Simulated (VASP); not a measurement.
Write the native input for VASP 6.6.1 that does the following.

| Property | Result |
| --- | --- |
| Task | single point |
| Functional | PBE |
| Potentials or basis | VASP PAW PBE potentials, release 64 (Ni) |
| Cutoff | 520 eV |
| k mesh | 15 × 15 × 15 |
| Occupations | methfessel-paxton, width 0.01 eV |
| Spin | collinear spin, ferromagnetic start |
| Starting moments | [0.672] μB |
| Dipole correction | no |
| Further INCAR settings | ALGO = Normal; EDIFF = 1e-07; NBANDS = 15 |

The structure of Ni lies in POSCAR:

```
Ni
1.0
    0.0000000000      1.7596893266      1.7596893266
    1.7596893266      0.0000000000      1.7596893266
    1.7596893266      1.7596893266      0.0000000000
Ni
1
Direct
    0.0000000000      0.0000000000      0.0000000000
```

These files were run (other wordings do the same):

INCAR

```
SYSTEM = Ni
PREC     = Accurate       ! precision mode
ENCUT    = 520            ! plane-wave cutoff, eV
EDIFF    = 1E-7           ! SCF threshold, eV
ISMEAR   = 1              ! smearing method
SIGMA    = 0.01           ! smearing width, eV
LREAL    = .False.        ! projectors in reciprocal space
LASPH    = .True.         ! aspherical terms in the spheres
NELM     = 150            ! most SCF steps
ALGO     = Normal         ! electronic algorithm
ISIF     = 2              ! what is computed and relaxed
LWAVE    = .False.        ! write WAVECAR
LCHARG   = .False.        ! write CHGCAR
ISPIN    = 2              ! spin polarisation
MAGMOM   = 0.672          ! initial moments
LORBIT   = 11             ! projections on sites
LMAXMIX  = 4              ! l up to which the mixer works
GGA      = PE             ! functional
NBANDS   = 15             ! bands
```

KPOINTS

```
regular mesh
0
Gamma
  15 15 15
  0 0 0
```

Potentials or basis: VASP PAW PBE potentials, release 64 (Ni).

Command:

```sh
$ cat potpaw_PBE.64/Ni/POTCAR > POTCAR
$ mpirun -np 1 vasp_std > vasp.out
```

Results of the run:

```
Pressure                                              : -0.2 GPa
Net moment                                            : 0.64 μB per cell
Site moments                                          : Ni +0.65 μB
Valence electrons inside the program's atomic spheres : Ni 9.31
```

Wall time 81 s on 1 thread of Intel Xeon 8259CL (shared host), peak memory 0.15 GiB.
